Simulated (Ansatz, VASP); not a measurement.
Sb in VASP and in Ansatz

The input INCAR:

```
PREC = Accurate
ENCUT = 600
EDIFF = 1E-6
ISMEAR = -1
SIGMA = 0.05
LREAL = False
LASPH = True
NELM = 100
ALGO = Normal
ISIF = 3
LWAVE = False
LCHARG = False
GGA = PS
IBRION = 2
NSW = 60
EDIFFG = -0.01
```

Contents of KPOINTS:

```
Automatic mesh
0
Gamma
  8 8 8
```

The input POSCAR:

```
Sb
1.0
    2.1542000000      1.2437279499      3.7580000000
   -2.1542000000      1.2437279499      3.7580000000
    0.0000000000     -2.4874558998      3.7580000000
Sb
2
Direct
    0.7665100000      0.7665100000      0.7665100000
    0.2334900000      0.2334900000      0.2334900000
```

The input input.yaml:

```yaml
crystal:
  lattice:
    - [2.1542, 1.2437279499, 3.758]
    - [-2.1542, 1.2437279499, 3.758]
    - [0.0, -2.4874558998, 3.758]
  atoms:
    - { symbol: Sb, position: [0.76651, 0.76651, 0.76651] }
    - { symbol: Sb, position: [0.23349, 0.23349, 0.23349] }
hamiltonian:
  xc: pbesol
  pseudopotentials: { kind: paw }
kpoints:
  mp_grid: { grid: [8, 8, 8] }
scf:
  occupations: { method: fermi_dirac, width: 0.05 }
output:
  forces: true
  stress: true
  eigenvalues: true
  write_density: true
  write_potential: true
  elf: true
  volumetric_format: npy
relax:
  f_tol: 0.01
  max_steps: 40
  cell: { stress_tol: 0.05 }
```

Alike in both runs: task relaxation of cell and atoms; functional PBEsol; k mesh 8 × 8 × 8; occupations fermi-dirac, width 0.05 eV; no spin polarisation.

|  | VASP | Ansatz |
| --- | --- | --- |
| version | VASP 6.6.1 | Ansatz 0.2.0 |
| potentials or method | VASP PAW PBE potentials, release 64 (Sb) | Ansatz PAW |
| plane-wave cutoff (eV) | 600 | 420 |
| valence electrons in the cell | 10 | 30 |

Ansatz gave:

```
gap on the k mesh at the Fermi level, each at its own relaxed structure (eV) : none
relaxed volume (Å³/atom)                                                     : 29.86
relaxed cell length with the largest relative difference (Å)                 : 4.453
```

Task: Which values does VASP return?

Result: gap on the k mesh at the Fermi level, each at its own relaxed structure (eV): none; relaxed volume (Å³/atom): 29.86; relaxed cell length with the largest relative difference (Å): 4.451.

VASP's potentials were made for PBE, not for PBEsol. A gap of «none» marks a metal or a gap that the smearing closes. VASP's potentials hold 10 valence electrons a cell and Ansatz's 30, so a difference there can come from the potentials and not from the codes.

Neither program's run includes spin-orbit coupling. Noted on Ansatz's run: the plane-wave basis is chosen anew once the cell has moved, so the energies of steps on either side of that aren't comparable.
